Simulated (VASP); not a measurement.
# TiAl (P1) in VASP: further runs

TiAl is run at these levels: LDA; tasks: single point.

Program: VASP 6.6.1. These are calculated values, not measurements. Logs are shortened: lines on timing, memory, paths and dates and some standing lists are left out, and cuts for length are marked.

## 1. The cell of the first run

The typed cell holds 2 atoms: a = 3.018 Å, b = 3.018 Å, c = 3.018 Å, α = 90.00°, β = 90.00°, γ = 90.00°.

## 2. Single point, LDA

The input, INCAR:

```
SYSTEM = TiAl
ALGO = Normal ; EDIFF = 1E-6
ENCUT = 520 ; ISIF = 2
ISMEAR = -1 ; LASPH = .True.
LCHARG = .True. ; LELF = .True.
LREAL = .False. ; LVHAR = .True.
LWAVE = .False. ; NBANDS = 14
NELM = 100 ; PREC = Accurate
SIGMA = 0.01
```

The input, KPOINTS:

```
k-points
0
Gamma
  7 7 7
  0 0 0
```

The input, POSCAR:

```
TiAl
1.0
    3.0180000000      0.0000000000      0.0000000000
    0.0000000000      3.0180000000      0.0000000000
    0.0000000000      0.0000000000      3.0180000000
Ti Al
1 1
Direct
    0.5351100000      0.5297500000      0.5523767263
    0.9777300000      0.0191900000      0.9644800000
```

Potentials or basis: VASP PAW LDA potentials, release 64 (Ti_sv, Al).

Run with:

```
$ cat potpaw_LDA.64/Ti_sv/POTCAR potpaw_LDA.64/Al/POTCAR > POTCAR
$ mpirun -np 1 vasp_std > vasp.out
```

OUTCAR:

```text
SYSTEM = TiAl
   EDIFF = 1E-6
   ENCUT = 520
   ISIF = 2
   ISMEAR = -1
   LASPH = .True.
   LREAL = .False.
   NELM = 100
   PREC = Accurate

 ion  position               nearest neighbor table
   1  0.535  0.530  0.552-   2 2.35   2 2.39   2 2.56   2 2.60   2 2.67   2 2.70   2 2.86   2 2.89

   2  0.978  0.019  0.964-   1 2.35   1 2.39   1 2.56   1 2.60   1 2.67   1 2.70   1 2.86   1 2.89

  LATTYP: Found a simple cubic cell.
 ALAT       =     3.0180000000

  Lattice vectors:

 A1 = (   3.0180000000,   0.0000000000,   0.0000000000)
 A2 = (   0.0000000000,   3.0180000000,   0.0000000000)
 A3 = (   0.0000000000,   0.0000000000,   3.0180000000)

Analysis of symmetry for initial positions (statically):
=====================================================================
 Subroutine PRICEL returns:
 Original cell was already a primitive cell.

 Routine SETGRP: Setting up the symmetry group for a
 simple cubic supercell.

 Subroutine GETGRP returns: Found  1 space group operations
 (whereof  1 operations were pure point group operations)
 out of a pool of 48 trial point group operations.

The static configuration has the point symmetry C_1 .

Analysis of symmetry for dynamics (positions and initial velocities):
=====================================================================
 Subroutine PRICEL returns:
 Original cell was already a primitive cell.

 Routine SETGRP: Setting up the symmetry group for a
 simple cubic supercell.

 Subroutine GETGRP returns: Found  1 space group operations
 (whereof  1 operations were pure point group operations)
 out of a pool of 48 trial point group operations.

The dynamic configuration has the point symmetry C_1 .

 Subroutine INISYM returns: Found  1 space group operations
 (whereof  1 operations are pure point group operations),
 and found     1 'primitive' translations

----------------------------------------------------------------------------------------

                                     Primitive cell

  volume of cell :      27.4889

  direct lattice vectors                    reciprocal lattice vectors
     3.018000000  0.000000000  0.000000000     0.331345262  0.000000000  0.000000000
     0.000000000  3.018000000  0.000000000     0.000000000  0.331345262  0.000000000
     0.000000000  0.000000000  3.018000000     0.000000000  0.000000000  0.331345262

  length of vectors
     3.018000000  3.018000000  3.018000000     0.331345262  0.331345262  0.331345262

  position of ions in fractional coordinates (direct lattice)
     0.535110000  0.529750000  0.552376726
     0.977730000  0.019190000  0.964480000

  ion indices of the primitive-cell ions
   primitive index   ion index
                 1           1
                 2           2

----------------------------------------------------------------------------------------

 KPOINTS: k-points

Automatic generation of k-mesh.
 Grid dimensions read from file:
 generate k-points for:    7    7    7

 Generating k-lattice:

  Cartesian coordinates                     Fractional coordinates (reciprocal lattice)
     0.047335037  0.000000000  0.000000000     0.142857143  0.000000000  0.000000000
     0.000000000  0.047335037  0.000000000     0.000000000  0.142857143  0.000000000
     0.000000000  0.000000000  0.047335037     0.000000000  0.000000000  0.142857143

  Length of vectors
     0.047335037  0.047335037  0.047335037

  Shift w.r.t. Gamma in fractional coordinates (k-lattice)
     0.000000000  0.000000000  0.000000000

 Subroutine IBZKPT returns following result:
 ===========================================

 Found    172 irreducible k-points:

 Following reciprocal coordinates:
            Coordinates               Weight
  0.000000  0.000000  0.000000      1.000000
  0.142857  0.000000  0.000000      2.000000
  0.000000  0.142857  0.000000      2.000000
  0.000000  0.000000  0.142857      2.000000
  0.285714  0.000000  0.000000      2.000000
  0.000000  0.285714  0.000000      2.000000
[... 16 lines left out ...]
  0.000000 -0.285714  0.142857      2.000000
 -0.142857  0.000000  0.285714      2.000000
 [... further k-points ...]
   k-points           NKPTS =    172   k-points in BZ     NKDIM =    172   number of bands    NBANDS=     14
   number of dos      NEDOS =    301   number of ions     NIONS =      2
   total plane-waves  NPLWV =  13824
   dimension x,y,z NGX =    24 NGY =   24 NGZ =   24
   dimension x,y,z NGXF=    48 NGYF=   48 NGZF=   48
   ions per type =               1   1
   NGX,Y,Z   is equivalent  to a cutoff of  13.22, 13.22, 13.22 a.u.
   NGXF,Y,Z  is equivalent  to a cutoff of  26.44, 26.44, 26.44 a.u.
 SYSTEM =  TiAl
   PREC   = accura    normal or accurate (medium, high low for compatibility)
   ISTART =      0    job   : 0-new  1-cont  2-samecut
   ICHARG =      2    charge: 1-file 2-atom 10-const
   ISPIN  =      1    spin polarized calculation?
   LNONCOLLINEAR =      F non collinear calculations
   LSORBIT =      F    spin-orbit coupling
   LASPH  =      T    aspherical Exc in radial PAW
   ENCUT  =  520.0 eV  38.22 Ry    6.18 a.u.   5.61  5.61  5.61*2*pi/ulx,y,z
   NELM   =    100;   NELMIN=  2; NELMDL= -5     # of ELM steps
   EDIFF  = 0.1E-05   stopping-criterion for ELM
   LREAL  =      F    real-space projection
   EDIFFG = 0.1E-04   stopping-criterion for IOM
   NSW    =      0    number of steps for IOM
   IBRION =     -1    ionic relax: 0-MD 1-quasi-New 2-CG
   NFREE  =      0    steps in history (QN), initial steepest desc. (CG)
   ISIF   =      2    stress and relaxation
   ISYM   =      2    0-nonsym 1-usesym 2-fastsym
   POTIM  = 0.5000    time-step for ionic-motion
   TEBEG  =    0.0;   TEEND  =   0.0 temperature during run
   PSTRESS=    0.0 pullay stress
   NELECT =      15.0000    total number of electrons
   NUPDOWN=      -1.0000    fix difference up-down
   EMIN   =  10.00;   EMAX   =-10.00  energy-range for DOS
   EFERMI =   0.00;   METHOD = LEGACY
   ISMEAR =    -1;   SIGMA  =   0.01  broadening in eV -4-tet -1-fermi 0-gaus
   EFERMI_NEDOS =   21; number of points for ismear=-14 and -15
   IALGO  =     38    algorithm
   IMIX   =      4    mixing-type and parameters
     AMIX     =   0.40;   BMIX     =  1.00
     AMIX_MAG =   1.60;   BMIX_MAG =  1.00
  volume/ion in A,a.u.               =      13.74        92.75
  Fermi-wavevector in a.u.,A,eV,Ry     =   1.337784  2.528045 24.349887  1.789666
  Thomas-Fermi vector in A             =   2.466306
   LORBIT       =      0    0 simple, 1 ext, 2 COOP (PROOUT), +10 PAW based schemes
   GGA     = CA    functional components
   LHFCALC =     F    Hartree Fock is set to
   AEXX    =    0.0000 exact exchange contribution
   IVDW    =     0    specifies the selected vdW correction
   LEPSILON=     F    determine dielectric tensor
   LRPA    =     F    only Hartree local field effects (RPA)
 non-spin polarized calculation
  energy-cutoff  :      520.00
  volume of cell :       27.49
 maximum number of plane-waves:       747
   NGX = 11   NGY = 11   NGZ = 11

 number of electron      15.0000003 magnetization

 Free energy of the ion-electron system (eV)
  ---------------------------------------------------
  ext. energy  EPLUGINS =         0.00000000
  ---------------------------------------------------
  free energy    TOTEN  =       -12.67914320 eV

  energy without entropy =      -12.67879117  energy(sigma->0) =      -12.67896719

 E-fermi :  10.1954     XC(G=0): -11.9861

 val. band max:       10.1785722927   @ k =   0.0000  -0.2857   0.2857
 cond. band min:      10.2054861553   @ k =   0.2857   0.0000   0.2857
 fundamental gap:      0.0269138625
 Fermi energy:        10.1953829769

 k-point     1 :       0.0000    0.0000    0.0000
  band No.  band energies     occupation
      1     -45.6329      2.00000
      2     -22.2295      2.00000
      3     -22.2175      2.00000
      4     -22.1698      2.00000
      5       0.4387      2.00000
      6       8.2968      2.00000
      7       8.3541      2.00000
      8      12.1417      0.00000
      9      12.3359      0.00000
     10      12.4007      0.00000
     11      15.5781      0.00000
     12      15.6569      0.00000
     13      15.8723      0.00000
     14      20.1502      0.00000

 k-point     2 :       0.1429    0.0000    0.0000
  band No.  band energies     occupation
      1     -45.6269      2.00000
      2     -22.2732      2.00000
      3     -22.2199      2.00000
      4     -22.1738      2.00000
      5       0.8094      2.00000
      6       8.1927      2.00000
      7       8.4968      2.00000
      8      11.6672      0.00000
      9      11.8364      0.00000
     10      12.3812      0.00000
     11      14.4296      0.00000
     12      16.4363      0.00000
     13      16.6645      0.00000
     14      19.5967      0.00000

 k-point     3 :       0.0000    0.1429    0.0000
  band No.  band energies     occupation
      1     -45.6268      2.00000
      2     -22.2872      2.00000
      3     -22.2157      2.00000
      4     -22.1644      2.00000
      5       0.8114      2.00000
      6       8.1847      2.00000
      7       8.5175      2.00000
      8      11.6538      0.00000
      9      11.8331      0.00000
     10      12.3958      0.00000
     11      14.3668      0.00000
     12      16.4095      0.00000
     13      16.7971      0.00000
     14      19.5424      0.00000
[... 324 lines left out ...]
 k-point    23 :       0.0000   -0.2857    0.1429
  band No.  band energies     occupation
      1     -45.6074      2.00000
      2     -22.4147      2.00000
      3     -22.2362      2.00000
      4     -22.1724      2.00000
      5       2.1911      2.00000
      6       7.4961      2.00000
      7       8.8553      2.00000
      8      10.5029      0.00000
      9      10.9557      0.00000
     10      12.1012      0.00000
     11      13.8207      0.00000
     12      16.5164      0.00000
     13      18.6411      0.00000
     14      19.1781      0.00000

 k-point    24 :      -0.1429    0.0000    0.2857
  band No.  band energies     occupation
      1     -45.6077      2.00000
      2     -22.3736      2.00000
      3     -22.2440      2.00000
      4     -22.2026      2.00000
      5       2.1772      2.00000
      6       7.4786      2.00000
      7       8.7926      2.00000
      8      10.6047      0.00000
      9      11.0103      0.00000
     10      11.9759      0.00000
     11      13.9006      0.00000
     12      16.5229      0.00000
     13      18.5967      0.00000
     14      19.1220      0.00000

 [... further k-points ...]

------------------------ aborting loop because EDIFF is reached ----------------------------------------

  FORCE on cell =-STRESS in cart. coord.  units (eV):
  Direction    XX          YY          ZZ          XY          YZ          ZX
  --------------------------------------------------------------------------------------
  -------------------------------------------------------------------------------------
  Total        3.7681802      4.2440239      3.2830199      0.1395792      0.1956851      0.9913412
  in kB      219.6264001    247.3606949    191.3490834      8.1352993     11.4054038     57.7797983
  external PRESSURE =     219.4453928 kB  Pullay stress =       0.0000000 kB

 VOLUME and BASIS-vectors are now :
 -----------------------------------------------------------------------------
  energy-cutoff  :      520.00
  volume of cell :       27.49
      direct lattice vectors                 reciprocal lattice vectors
     3.018000000  0.000000000  0.000000000     0.331345262  0.000000000  0.000000000
     0.000000000  3.018000000  0.000000000     0.000000000  0.331345262  0.000000000
     0.000000000  0.000000000  3.018000000     0.000000000  0.000000000  0.331345262

 POSITION                                       TOTAL-FORCE (eV/Angst)
 -----------------------------------------------------------------------------------
      1.61496      1.59879      1.66707        -1.845207     -0.360176     -2.626516
      2.95079      0.05792      2.91080         1.845207      0.360176      2.626516
 -----------------------------------------------------------------------------------
    total drift:                                0.000318      0.000090      0.000642

  FREE ENERGIE OF THE ION-ELECTRON SYSTEM (eV)
  ---------------------------------------------------
  free  energy   TOTEN  =       -12.6791432011 eV

  energy  without entropy=      -12.6787911742  energy(sigma->0) =      -12.67896719
```

Run time: 46 s. Hardware: 1 thread of AMD EPYC 7R43 (Zen 3), shared host; peak memory 0.14 GiB.

Results:

```
Free energy   : -12.6791 eV
Pressure      : 21.9 GPa
Largest force : 3.230 eV/Å
```

Forces on the atoms (eV/Å):
```
Ti  -1.845 -0.360 -2.627
Al   1.845  0.360  2.627
```

Levels at points of the mesh, in eV from the Fermi level:
| k point | band 5 | band 6 | band 7 | band 8 | band 9 | band 10 |
| --- | --- | --- | --- | --- | --- | --- |
| (0.00, 0.00, 0.00) | -9.76 | -1.90 | -1.84 | 1.95 | 2.14 | 2.21 |

Caveat: forces of over 1 eV/Å act on the atoms, so gaps and moduli don't describe the material at rest.

## 3. Single point, LDA

The input, INCAR:

```
ALGO = Normal ; EDIFF = 1E-6
ENCUT = 520 ; GGA = CA
ISIF = 2 ; ISMEAR = -1
LASPH = True ; LCHARG = False
LREAL = False ; LWAVE = False
NBANDS = 14 ; NELM = 60
PREC = Accurate ; SIGMA = 0.01
```

The input, KPOINTS:

```
k-points
0
Gamma
  7 7 7
```

POSCAR: that of step 2 with these lines changed.

```diff
@@ -8,3 +8,3 @@
 Direct
-    0.5351100000      0.5297500000      0.5523767263
+    0.5351100000      0.5297500000      0.5490632737
     0.9777300000      0.0191900000      0.9644800000
```

Potentials or basis: VASP PAW LDA potentials, release 64 (Ti_sv, Al).

Run with:

```
$ cat potpaw_LDA.64/Ti_sv/POTCAR potpaw_LDA.64/Al/POTCAR > POTCAR
$ mpirun -np 1 vasp_std > vasp.out
```

It took 44 s on 1 thread of AMD EPYC 7R43 (Zen 3), shared host; peak memory 0.14 GiB.

Results (log left out):

```yaml
Free_energy: -12.7049 eV
Pressure: 21.6 GPa
Largest_force: 3.141 eV/Å
```

Forces in eV/Å, atoms in the order of the input:
```
Ti  -1.829 -0.357 -2.529
Al   1.829  0.357  2.529
```

Stress tensor (GPa, compression positive):
```
21.56  0.80  5.56
 0.80 24.28  1.10
 5.56  1.10 19.10
```

Levels at points of the mesh, in eV from the Fermi level:
```
           k point  band 4  band 5  band 6  band 7  band 8  band 9  band 10  band 11
(0.00, 0.00, 0.00)  -32.37   -9.76   -1.89   -1.84    1.95    2.14     2.20     5.38
```

Caveat: forces of over 1 eV/Å act on the atoms, so gaps and moduli don't describe the material at rest.

(Part 1 of 2 ends here.)
